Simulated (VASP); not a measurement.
# TaOs3 (Pm-3m) in VASP: a series of runs

TaOs3 is run at these levels: LDA; tasks: single point, relaxation of volume and atoms at fixed shape.

Program: VASP 6.6.1. These are calculated values, not measurements. Logs are shortened: lines on timing, memory, paths and dates and some standing lists are left out, and cuts for length are marked.

## Step 1: The cell of the first run

The structure is cubic, space group Pm-3m (No. 221). The conventional cell has a = 3.871 Å, b = 3.871 Å, c = 3.871 Å, α = 90.00°, β = 90.00°, γ = 90.00°. Within 3.6 Å of Ta (site symmetry m-3m) lie 12 Os at 2.74 Å. Within 3.6 Å of Os (site symmetry 4/mmm) lie 4 Ta at 2.74 Å and 8 Os at 2.74 Å.

## Step 2: Single point, LDA

INCAR

```
SYSTEM = TaOs3
PREC = Accurate
ENCUT = 520
EDIFF = 1E-6
ISMEAR = -1
SIGMA = 0.1
LREAL = .FALSE.
LASPH = .TRUE.
NELM = 100
ALGO = Normal
ISIF = 2
LWAVE = .FALSE.
LCHARG = .FALSE.
NBANDS = 26
```

KPOINTS

```
regular mesh
0
G
  6 6 6
  0 0 0
```

POSCAR

```
TaOs3
1.0
    3.8711397601      0.0000000000      0.0000000000
    0.0000000000      3.8711397601      0.0000000000
    0.0000000000      0.0000000000      3.8711397601
Ta Os
1 3
Direct
    0.0000000000      0.0000000000      0.0000000000
    0.0000000000      0.5000000000      0.5000000000
    0.5000000000      0.0000000000      0.5000000000
    0.5000000000      0.5000000000      0.0000000000
```

Potentials or basis: VASP PAW LDA potentials, release 64 (Ta_pv, Os).

Command:

```
cat potpaw_LDA.64/Ta_pv/POTCAR potpaw_LDA.64/Os/POTCAR > POTCAR
mpirun -np 1 vasp_std > vasp.out
```

OUTCAR:

```text
SYSTEM = TaOs3
   PREC = Accurate
   ENCUT = 520
   EDIFF = 1E-6
   ISMEAR = -1
   LREAL = .FALSE.
   LASPH = .TRUE.
   NELM = 100
   ISIF = 2

 ion  position               nearest neighbor table
   1  0.000  0.000  0.000-   2 2.74   3 2.74   4 2.74   2 2.74   3 2.74   2 2.74   4 2.74   2 2.74
                             3 2.74   4 2.74   3 2.74   4 2.74
   2  0.000  0.500  0.500-   1 2.74   3 2.74   4 2.74   1 2.74   4 2.74   1 2.74   3 2.74   1 2.74
                             3 2.74   4 2.74   4 2.74   3 2.74
   3  0.500  0.000  0.500-   1 2.74   2 2.74   4 2.74   1 2.74   4 2.74   2 2.74   4 2.74   4 2.74
                             1 2.74   2 2.74   1 2.74   2 2.74
   4  0.500  0.500  0.000-   1 2.74   2 2.74   3 2.74   2 2.74   3 2.74   1 2.74   3 2.74   3 2.74
                             1 2.74   2 2.74   2 2.74   1 2.74

  LATTYP: Found a simple cubic cell.
 ALAT       =     3.8711397601

  Lattice vectors:

 A1 = (   3.8711397601,   0.0000000000,   0.0000000000)
 A2 = (   0.0000000000,   3.8711397601,   0.0000000000)
 A3 = (   0.0000000000,   0.0000000000,   3.8711397601)

Analysis of symmetry for initial positions (statically):
=====================================================================
 Subroutine PRICEL returns:
 Original cell was already a primitive cell.

 Routine SETGRP: Setting up the symmetry group for a
 simple cubic supercell.

 Subroutine GETGRP returns: Found 48 space group operations
 (whereof 48 operations were pure point group operations)
 out of a pool of 48 trial point group operations.

The static configuration has the point symmetry O_h .

Analysis of symmetry for dynamics (positions and initial velocities):
=====================================================================
 Subroutine PRICEL returns:
 Original cell was already a primitive cell.

 Routine SETGRP: Setting up the symmetry group for a
 simple cubic supercell.

 Subroutine GETGRP returns: Found 48 space group operations
 (whereof 48 operations were pure point group operations)
 out of a pool of 48 trial point group operations.

The dynamic configuration has the point symmetry O_h .

 Subroutine INISYM returns: Found 48 space group operations
 (whereof 48 operations are pure point group operations),
 and found     1 'primitive' translations

----------------------------------------------------------------------------------------

                                     Primitive cell

  volume of cell :      58.0118

  direct lattice vectors                    reciprocal lattice vectors
     3.871139760  0.000000000  0.000000000     0.258321854  0.000000000  0.000000000
     0.000000000  3.871139760  0.000000000     0.000000000  0.258321854  0.000000000
     0.000000000  0.000000000  3.871139760     0.000000000  0.000000000  0.258321854

  length of vectors
     3.871139760  3.871139760  3.871139760     0.258321854  0.258321854  0.258321854

  position of ions in fractional coordinates (direct lattice)
     0.000000000  0.000000000  0.000000000
     0.000000000  0.500000000  0.500000000
     0.500000000  0.000000000  0.500000000
     0.500000000  0.500000000  0.000000000

  ion indices of the primitive-cell ions
   primitive index   ion index
                 1           1
                 2           2
                 3           3
                 4           4

----------------------------------------------------------------------------------------

 KPOINTS: regular mesh

Automatic generation of k-mesh.
 Grid dimensions read from file:
 generate k-points for:    6    6    6

 Generating k-lattice:

  Cartesian coordinates                     Fractional coordinates (reciprocal lattice)
     0.043053642  0.000000000  0.000000000     0.166666667  0.000000000  0.000000000
     0.000000000  0.043053642  0.000000000     0.000000000  0.166666667  0.000000000
     0.000000000  0.000000000  0.043053642     0.000000000  0.000000000  0.166666667

  Length of vectors
     0.043053642  0.043053642  0.043053642

  Shift w.r.t. Gamma in fractional coordinates (k-lattice)
     0.000000000  0.000000000  0.000000000

 Subroutine IBZKPT returns following result:
 ===========================================

 Found     20 irreducible k-points:

 Following reciprocal coordinates:
            Coordinates               Weight
  0.000000  0.000000  0.000000      1.000000
  0.166667  0.000000  0.000000      6.000000
  0.333333  0.000000  0.000000      6.000000
  0.500000  0.000000  0.000000      3.000000
  0.166667  0.166667  0.000000     12.000000
  0.333333  0.166667  0.000000     24.000000
[... 12 lines left out ...]
  0.500000  0.500000  0.333333      6.000000
  0.500000  0.500000  0.500000      1.000000
   k-points           NKPTS =     20   k-points in BZ     NKDIM =     20   number of bands    NBANDS=     26
   number of dos      NEDOS =    301   number of ions     NIONS =      4
   total plane-waves  NPLWV =  27000
   dimension x,y,z NGX =    30 NGY =   30 NGZ =   30
   dimension x,y,z NGXF=    60 NGYF=   60 NGZF=   60
   ions per type =               1   3
   NGX,Y,Z   is equivalent  to a cutoff of  12.88, 12.88, 12.88 a.u.
   NGXF,Y,Z  is equivalent  to a cutoff of  25.77, 25.77, 25.77 a.u.
 SYSTEM =  TaOs3
   PREC   = accura    normal or accurate (medium, high low for compatibility)
   ISTART =      0    job   : 0-new  1-cont  2-samecut
   ICHARG =      2    charge: 1-file 2-atom 10-const
   ISPIN  =      1    spin polarized calculation?
   LNONCOLLINEAR =      F non collinear calculations
   LSORBIT =      F    spin-orbit coupling
   LASPH  =      T    aspherical Exc in radial PAW
   ENCUT  =  520.0 eV  38.22 Ry    6.18 a.u.   7.20  7.20  7.20*2*pi/ulx,y,z
   NELM   =    100;   NELMIN=  2; NELMDL= -5     # of ELM steps
   EDIFF  = 0.1E-05   stopping-criterion for ELM
   LREAL  =      F    real-space projection
   EDIFFG = 0.1E-04   stopping-criterion for IOM
   NSW    =      0    number of steps for IOM
   IBRION =     -1    ionic relax: 0-MD 1-quasi-New 2-CG
   NFREE  =      0    steps in history (QN), initial steepest desc. (CG)
   ISIF   =      2    stress and relaxation
   ISYM   =      2    0-nonsym 1-usesym 2-fastsym
   POTIM  = 0.5000    time-step for ionic-motion
   TEBEG  =    0.0;   TEEND  =   0.0 temperature during run
   PSTRESS=    0.0 pullay stress
   NELECT =      35.0000    total number of electrons
   NUPDOWN=      -1.0000    fix difference up-down
   EMIN   =  10.00;   EMAX   =-10.00  energy-range for DOS
   EFERMI =   0.00;   METHOD = LEGACY
   ISMEAR =    -1;   SIGMA  =   0.10  broadening in eV -4-tet -1-fermi 0-gaus
   EFERMI_NEDOS =   21; number of points for ismear=-14 and -15
   IALGO  =     38    algorithm
   IMIX   =      4    mixing-type and parameters
     AMIX     =   0.40;   BMIX     =  1.00
     AMIX_MAG =   1.60;   BMIX_MAG =  1.00
  volume/ion in A,a.u.               =      14.50        97.87
  Fermi-wavevector in a.u.,A,eV,Ry     =   1.383329  2.614112 26.036078  1.913598
  Thomas-Fermi vector in A             =   2.507937
   LORBIT       =      0    0 simple, 1 ext, 2 COOP (PROOUT), +10 PAW based schemes
   GGA     = CA    functional components
   LHFCALC =     F    Hartree Fock is set to
   AEXX    =    0.0000 exact exchange contribution
   IVDW    =     0    specifies the selected vdW correction
   LEPSILON=     F    determine dielectric tensor
   LRPA    =     F    only Hartree local field effects (RPA)
 non-spin polarized calculation
  energy-cutoff  :      520.00
  volume of cell :       58.01
 maximum number of plane-waves:      1596
 NGX is ok and might be reduce to    30
   NGX = 15   NGY = 15   NGZ = 15

 number of electron      35.0000003 magnetization

 Free energy of the ion-electron system (eV)
  ---------------------------------------------------
  ext. energy  EPLUGINS =         0.00000000
  ---------------------------------------------------
  free energy    TOTEN  =       -51.38056936 eV

  energy without entropy =      -51.26131077  energy(sigma->0) =      -51.32094007

 E-fermi :   8.3132     XC(G=0): -13.9622

 val. band max:        8.3110513628   @ k =   0.5000   0.1667   0.0000
 cond. band min:       8.3531805610   @ k =   0.3333   0.1667   0.1667
 fundamental gap:      0.0421291982
 Fermi energy:         8.3132437685

 k-point     1 :       0.0000    0.0000    0.0000
  band No.  band energies     occupation
      1     -25.6032      2.00000
      2     -25.6032      2.00000
      3     -25.6032      2.00000
      4      -1.6244      2.00000
      5       1.5078      2.00000
      6       1.5693      2.00000
[... 18 lines left out ...]
     25      14.4646      0.00000
     26      14.4646      0.00000

 k-point     2 :       0.1667    0.0000    0.0000
  band No.  band energies     occupation
      1     -25.6212      2.00000
      2     -25.6068      2.00000
      3     -25.6068      2.00000
      4      -1.1873      2.00000
      5       1.7346      2.00000
      6       1.8736      2.00000
[... 18 lines left out ...]
     25      14.4365      0.00000
     26      15.2949      0.00000

 k-point     3 :       0.3333    0.0000    0.0000
  band No.  band energies     occupation
      1     -25.6567      2.00000
      2     -25.6137      2.00000
      3     -25.6137      2.00000
      4       0.0067      2.00000
      5       2.0510      2.00000
      6       2.6835      2.00000
[... 18 lines left out ...]
     25      14.3930      0.00000
     26      17.4878      0.00000

 k-point     4 :       0.5000    0.0000    0.0000
  band No.  band energies     occupation
      1     -25.6744      2.00000
      2     -25.6172      2.00000
      3     -25.6172      2.00000
      4       1.3203      2.00000
      5       1.6323      2.00000
      6       3.2174      2.00000
[... 18 lines left out ...]
     25      14.3760      0.00000
     26      17.6693      0.00000
[... 380 lines left out ...]
      1     -25.6403      2.00000
      2     -25.6392      2.00000
      3     -25.6261      2.00000
      4       1.6561      2.00000
      5       1.8253      2.00000
      6       2.2247      2.00000
[... 18 lines left out ...]
     25      12.9071      0.00000
     26      14.3639      0.00000

 k-point    19 :       0.5000    0.5000    0.3333
  band No.  band energies     occupation
      1     -25.6346      2.00000
      2     -25.6346      2.00000
      3     -25.6292      2.00000
      4       1.6943      2.00000
      5       1.6987      2.00000
      6       1.6987      2.00000
[... 18 lines left out ...]
     25      12.6379      0.00000
     26      13.7487      0.00000

 k-point    20 :       0.5000    0.5000    0.5000
  band No.  band energies     occupation
      1     -25.6288      2.00000
      2     -25.6288      2.00000
      3     -25.6288      2.00000
      4       1.4022      2.00000
      5       1.4022      2.00000
      6       1.4022      2.00000
[... 18 lines left out ...]
     25      12.7723      0.00000
     26      13.2787      0.00000

------------------------ aborting loop because EDIFF is reached ----------------------------------------

  FORCE on cell =-STRESS in cart. coord.  units (eV):
  Direction    XX          YY          ZZ          XY          YZ          ZX
  --------------------------------------------------------------------------------------
  -------------------------------------------------------------------------------------
  Total        0.4286059      0.4286059      0.4286059      0.0000000      0.0000000     -0.0000000
  in kB       11.8372861     11.8372861     11.8372861      0.0000000      0.0000000     -0.0000000
  external PRESSURE =      11.8372861 kB  Pullay stress =       0.0000000 kB

 VOLUME and BASIS-vectors are now :
 -----------------------------------------------------------------------------
  energy-cutoff  :      520.00
  volume of cell :       58.01
      direct lattice vectors                 reciprocal lattice vectors
     3.871139760  0.000000000  0.000000000     0.258321854  0.000000000  0.000000000
     0.000000000  3.871139760  0.000000000     0.000000000  0.258321854  0.000000000
     0.000000000  0.000000000  3.871139760     0.000000000  0.000000000  0.258321854

 POSITION                                       TOTAL-FORCE (eV/Angst)
 -----------------------------------------------------------------------------------
      0.00000      0.00000      0.00000         0.000000      0.000000      0.000000
      0.00000      1.93557      1.93557         0.000000      0.000000      0.000000
      1.93557      0.00000      1.93557         0.000000      0.000000      0.000000
      1.93557      1.93557      0.00000         0.000000      0.000000      0.000000
 -----------------------------------------------------------------------------------
    total drift:                                0.000000      0.000000     -0.000000

  FREE ENERGIE OF THE ION-ELECTRON SYSTEM (eV)
  ---------------------------------------------------
  free  energy   TOTEN  =       -51.3805693606 eV

  energy  without entropy=      -51.2613107738  energy(sigma->0) =      -51.32094007
```

Run time: 37 s. Hardware: 1 thread of Intel Xeon 8259CL, shared host; peak memory 0.16 GiB.

What came out:

```
Free energy            : -51.3806 eV
Pressure               : 1.2 GPa
Band gap on the k mesh : zero (an odd number of electrons rules out a gap without spin polarisation)
```

Levels at points of the mesh, in eV from the Fermi level:
```
           k point  band 16  band 17  band 18  band 19  band 20  band 21
(0.00, 0.00, 0.00)     2.65     3.15     3.15     3.15     3.33     3.33
(0.50, 0.00, 0.00)    -0.52    -0.35    -0.35     1.39     1.39     1.39
(0.50, 0.50, 0.00)    -1.09    -1.05    -1.05     0.15     0.16     1.94
(0.50, 0.50, 0.50)     0.08     0.78     0.78     0.78     2.68     2.68
```

Caveat: spin-orbit coupling is left out, which moves the levels of the heavy elements.

## Step 3: Relaxation of volume and atoms at fixed shape, LDA

This run uses another cell than the first one, of 15.00 Å³/atom.

INCAR

```
SYSTEM = TaOs3
  ALGO = Normal
  EDIFF = 1E-6
  EDIFFG = -0.03
  ENCUT = 600
  IBRION = 2
  ISIF = 8
  ISMEAR = -1
  LASPH = .TRUE.
  LCHARG = .FALSE.
  LREAL = .FALSE.
  LWAVE = .FALSE.
  NELM = 100
  NSW = 80
  PREC = Accurate
  SIGMA = 0.1
```

KPOINTS

```
k-points
0
G
  6 6 6
  0 0 0
```

POSCAR

```
TaOs3
1.0
    3.9149720000      0.0000000000      0.0000000000
    0.0000000000      3.9149720000      0.0000000000
    0.0000000000      0.0000000000      3.9149720000
Ta Os
1 3
Direct
    0.0000000000      0.0000000000      0.0000000000
    0.0000000000      0.5000000000      0.5000000000
    0.5000000000      0.0000000000      0.5000000000
    0.5000000000      0.5000000000      0.0000000000
```

Potentials or basis: VASP PAW LDA potentials, release 64 (Ta_pv, Os).

Command:

```
cat potpaw_LDA.64/Ta_pv/POTCAR potpaw_LDA.64/Os/POTCAR > POTCAR
mpirun -np 1 vasp_std > vasp.out
```

Wall time 98 s (1 thread of Intel Xeon 8259CL, shared host); peak memory 0.18 GiB.

It converged, with:

```
Free energy                           : -51.3886 eV
Relaxed volume                        : 14.56 Å³/atom
Relaxed cell                          : a = 3.876 Å, b = 3.876 Å, c = 3.876 Å, α = 90.00°, β = 90.00°, γ = 90.00°
Space group after relaxing (to 0.1 Å) : Pm-3m (No. 221)
Energy gained by relaxing             : 15.4 meV/atom
Ionic steps                           : 4
Pressure after relaxing               : -0.1 GPa
Band gap on the k mesh                : zero (an odd number of electrons rules out a gap without spin polarisation)
```

Step by step:
```tsv
step	energy change (eV)	largest force (eV/Å)	pressure (GPa)	volume (Å³)
1	0.0000	0.0000	-10.72	60.00
2	1.0162	0.0000	59.13	51.71
3	-0.0613	0.0000	-0.64	58.31
4	-0.0615	0.0000	-0.13	58.23
```

Final structure:
```
Ta Os
1.0
     3.87604    0.00000    0.00000
     0.00000    3.87604    0.00000
     0.00000    0.00000    3.87604
Ta Os
1 3
Cartesian
  0.0000 0.0000 0.0000
  0.0000 1.9380 1.9380
  1.9380 0.0000 1.9380
  1.9380 1.9380 0.0000
```

Levels at points of the mesh, in eV from the Fermi level:
| k point | band 15 | band 16 | band 17 | band 18 | band 19 | band 20 | band 21 |
| --- | --- | --- | --- | --- | --- | --- | --- |
| (0.00, 0.00, 0.00) | 0.83 | 2.63 | 3.13 | 3.13 | 3.13 | 3.31 | 3.31 |
| (0.50, 0.00, 0.00) | -1.32 | -0.51 | -0.35 | -0.35 | 1.38 | 1.39 | 1.39 |
| (0.50, 0.50, 0.00) | -2.17 | -1.08 | -1.05 | -1.05 | 0.15 | 0.16 | 1.94 |
| (0.50, 0.50, 0.50) | -1.57 | 0.08 | 0.77 | 0.77 | 0.77 | 2.66 | 2.66 |

Caveat: spin-orbit coupling is left out, which moves the levels of the heavy elements.
